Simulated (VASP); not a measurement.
Here is a VASP 6.6.1 calculation.

The input INCAR:

```
SYSTEM = B5W2
ALGO = Normal ; EDIFF = 1E-6
EDIFFG = -0.01 ; ENCUT = 600
GGA = PE ; IBRION = 2
ISIF = 3 ; ISMEAR = 0
LASPH = .True. ; LCHARG = .False.
LREAL = .False. ; LWAVE = .False.
NELM = 100 ; NSW = 100
PREC = Accurate ; SIGMA = 0.1
```

The input KPOINTS:

```
k-points
0
Gamma
  10 10 10
  0 0 0
```

File POSCAR:

```
B5W2
1.0
    0.0000000000      3.4330246234      3.4330246234
    3.4330246234      0.0000000000      3.4330246234
    3.4330246234      3.4330246234      0.0000000000
B W
5 2
Direct
    0.5000000000      0.5000000000      0.5000000000
    0.9142554987      0.2572335040      0.9142554987
    0.9142554987      0.9142554987      0.9142554987
    0.2572335040      0.9142554987      0.9142554987
    0.9142554987      0.9142554987      0.2572335040
    0.7500000000      0.7500000000      0.7500000000
    0.2500000000      0.2500000000      0.2500000000
```

Potentials or basis: VASP PAW PBE potentials, release 64 (B, W_sv).

Launch:

```sh
$ cat potpaw_PBE.64/B/POTCAR potpaw_PBE.64/W_sv/POTCAR > POTCAR
$ mpirun -np 1 vasp_std > vasp.out
```

(1) Estimate the relaxed cell.

(2) What does it give for the space group after relaxing (to 0.1 Å)?

Answers

(1) a = 4.862 Å, b = 4.862 Å, c = 4.862 Å, α = 60.00°, β = 60.00°, γ = 60.00°.

(2) F-43m (No. 216).

Caveat: an odd number of electrons without spin polarisation forces a metal; a magnetic or distorted state may lie lower.
